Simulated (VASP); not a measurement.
Input of a VASP 6.6.1 run:

Contents of INCAR:

```
SYSTEM = GaN
PREC     = Accurate       ! precision mode
ENCUT    = 520            ! plane-wave cutoff, eV
EDIFF    = 1E-6           ! SCF threshold, eV
ISMEAR   = -1             ! smearing method
SIGMA    = 0.08           ! smearing width, eV
LREAL    = .False.        ! projectors in reciprocal space
LASPH    = .True.         ! aspherical terms in the spheres
NELM     = 80             ! most SCF steps
ALGO     = Normal         ! electronic algorithm
ISIF     = 2              ! what is computed and relaxed
LWAVE    = .False.        ! write WAVECAR
LCHARG   = .False.        ! write CHGCAR
GGA      = PS             ! functional
NBANDS   = 26             ! bands
```

KPOINTS

```
Automatic mesh
0
Gamma
  16 16 8
  0 0 0
```

Contents of POSCAR:

```
GaN
1.0
    3.1825860146      0.0000000000      0.0000000000
   -1.5912930073      2.7562003384      0.0000000000
    0.0000000000      0.0000000000      5.1854291207
Ga N
2 2
Direct
    0.3333333333      0.6666666667     -0.0008064438
    0.6666666667      0.3333333333      0.4991935562
    0.3333333333      0.6666666667      0.3758064438
    0.6666666667      0.3333333333      0.8758064438
```

Potentials or basis: VASP PAW PBE potentials, release 64 (Ga_d, N).

Launch:

```bash
$ cat potpaw_PBE.64/Ga_d/POTCAR potpaw_PBE.64/N/POTCAR > POTCAR
$ mpirun -np 1 vasp_std > vasp.out
```

**Question.** Predict the band gap on the k mesh.

**Answer.** 1.89 eV.

**Question.** Estimate the pressure.

**Answer.** -0.1 GPa.

Caveat: the PAW data sets were made with another functional, which shifts forces and pressure a little. A k mesh can miss the band edges.
